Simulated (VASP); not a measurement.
Ir, 2 atoms in the cell. Symmetry: P2_1/m, No. 11, monoclinic system. The conventional cell has a = 2.663 Å, b = 4.462 Å, c = 2.753 Å, α = 90.00°, β = 116.74°, γ = 90.00°. Within 3.5 Å of Ir (site symmetry m) lie 12 Ir at 2.66 to 2.84 Å.  This cell differs from its parent crystal: strain -0.0750 x Voigt [0, 0, 0, 0, 0, 1].

* Program: VASP 6.6.1
* Task: single point
* Functional: r2SCAN
* Potentials or basis: VASP PAW PBE potentials, release 64 (Ir)
* Cutoff: 520 eV
* k mesh: 18 × 18 × 12
* Occupations: gaussian, width 0.15 eV
* Spin: no spin polarisation
* Dipole correction: no
* Further INCAR settings: ALGO = Normal; EDIFF = 1e-06; NBANDS = 16

Potentials or basis: VASP PAW PBE potentials, release 64 (Ir).

Run with:

```bash
$ cat potpaw_PBE.64/Ir/POTCAR > POTCAR
$ cp INCAR.step1 INCAR
$ mpirun -np 1 vasp_std > vasp.out
$ cp INCAR.step2 INCAR
$ mpirun -np 1 vasp_std > vasp.out
```

Hardware: 1 thread of Intel(R) Xeon(R) 6975P-C (Granite Rapids), on a shared host.

Question: Estimate the wall time of this run.

Answer: Run time: 14 min on 1 thread of Intel(R) Xeon(R) 6975P-C (Granite Rapids), with other jobs on the host, peak memory 0.54 GiB. Counts: k points 1148.
